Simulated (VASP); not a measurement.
A run of VASP 6.6.1 is set up as follows.

Contents of INCAR:

```
SYSTEM = Pb2C
ALGO = Normal
EDIFF = 1E-7
EDIFFG = -0.005
ENCUT = 600
GGA = PE
IBRION = 2
ISIF = 3
ISMEAR = -1
LASPH = .TRUE.
LCHARG = .FALSE.
LREAL = .FALSE.
LWAVE = .FALSE.
NELM = 80
NSW = 100
PREC = Accurate
SIGMA = 0.05
```

File KPOINTS:

```
k-points
0
G
  10 10 10
  0 0 0
```

POSCAR

```
Pb2C
1.0
    0.0000000000      3.3234052692      3.3234052692
    3.3234052692      0.0000000000      3.3234052692
    3.3234052692      3.3234052692      0.0000000000
C Pb
1 2
Direct
    0.0000000000      0.0000000000      0.0000000000
    0.2500000000      0.2500000000      0.2500000000
    0.7500000000      0.7500000000      0.7500000000
```

Potentials or basis: VASP PAW PBE potentials, release 64 (C, Pb_d).

Run with:

```console
$ cat potpaw_PBE.64/C/POTCAR potpaw_PBE.64/Pb_d/POTCAR > POTCAR
$ mpirun -np 1 vasp_std > vasp.out
```

Q: Predict the relaxed volume.

A: 24.01 Å³/atom.

Q: Predict the space group after relaxing (to 0.1 Å).

A: Fm-3m (No. 225).

The path:
```
step  energy change (eV)  largest force (eV/Å)  pressure (GPa)  volume (Å³)
   1              0.0000                0.0000           -1.05        73.41
   2             -0.0044                0.0000            0.24        71.73
   3             -0.0046                0.0000            0.00        72.02
```
